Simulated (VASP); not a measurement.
WS, 2 atoms in the cell. It takes space group Pm-3m (No. 221, cubic). Conventional cell: a = 3.152 Å, b = 3.152 Å, c = 3.152 Å, α = 90.00°, β = 90.00°, γ = 90.00°. W (site symmetry m-3m) has 8 S at 2.73 Å and 6 W at 3.15 Å within 3.6 Å. Within 3.6 Å of S (site symmetry m-3m) lie 8 W at 2.73 Å and 6 S at 3.15 Å. 

```yaml
Program: VASP 6.6.1
Task: single point
Functional: PBE
Potentials_or_basis: VASP PAW PBE potentials, release 64 (W_sv, S)
Cutoff: 520 eV
k_mesh: 12 × 12 × 12
Occupations: gaussian, width 0.02 eV
Spin: no spin polarisation
Hubbard_terms: W d U = 6.2 eV
Dipole_correction: no
Further_INCAR_settings: ALGO = Normal; EDIFF = 1e-06; NBANDS = 17
```

Potentials or basis: VASP PAW PBE potentials, release 64 (W_sv, S).

Launch:

```sh
$ cat potpaw_PBE.64/W_sv/POTCAR potpaw_PBE.64/S/POTCAR > POTCAR
$ mpirun -np 1 vasp_std > vasp.out
```

Hardware: 1 thread of Intel(R) Xeon(R) 6975P-C (Granite Rapids) (shared host).

How long does it take, and how much memory?

Run time: 12 s on 1 thread of Intel(R) Xeon(R) 6975P-C (Granite Rapids), on a shared host, peak memory 0.16 GiB. Counts: scf iterations 17, k points 84.
